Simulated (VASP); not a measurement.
**Hf: single point with LDA**

Hf:

```xyz
1
Lattice="0.0000 2.2200 2.0424 2.2200 0.0000 2.0424 2.2200 2.2200 0.0000" Properties=species:S:1:pos:R:3 pbc="T T T"
Hf    0.0000    0.0000    0.0000
```

This cell differs from its parent crystal: strain +0.000 along x and y, -0.080 along z.

* Program: VASP 6.6.1
* Task: single point
* Functional: LDA
* Potentials or basis: VASP PAW LDA potentials, release 64 (Hf_pv)
* Cutoff: 520 eV
* k mesh: 18 × 18 × 18
* Occupations: gaussian, width 0.15 eV
* Spin: no spin polarisation

```json
{"Pressure": "3.5 GPa", "Band gap on the k mesh": "zero (band 5 reaches 6.56 eV, above the bottom of band 6 at 4.60 eV)"}
```

Stress tensor (GPa, compression positive):
```
2.25 0.00 0.00
0.00 2.25 0.00
0.00 0.00 5.95
```

Levels at points of the mesh, in eV from the Fermi level:
| k point | band 2 | band 3 | band 4 | band 5 | band 6 | band 7 | band 8 | band 9 |
| --- | --- | --- | --- | --- | --- | --- | --- | --- |
| (0.00, 0.00, 0.00) | -29.47 | -29.46 | -7.48 | 1.10 | 1.10 | 2.09 | 3.72 | 5.15 |
| (0.50, 0.00, 0.00) | -29.69 | -29.55 | -3.93 | 0.52 | 1.17 | 1.76 | 6.56 | 7.37 |
| (0.50, 0.50, 0.00) | -30.00 | -30.00 | -3.62 | -2.73 | 4.31 | 6.94 | 7.71 | 7.71 |
| (0.50, 0.00, 0.50) | -29.91 | -29.75 | -3.76 | -2.41 | 2.83 | 6.79 | 7.12 | 8.22 |

Wall time 49 s on 1 thread of Intel(R) Xeon(R) Platinum 8259CL CPU @ 2.50GHz (Skylake/Cascade Lake) (shared host), peak memory 0.22 GiB.

Caveat: the cell differs from its parent crystal (strain +0.000 along x and y, -0.080 along z); spin-orbit coupling is left out, which moves the levels of the heavy elements.
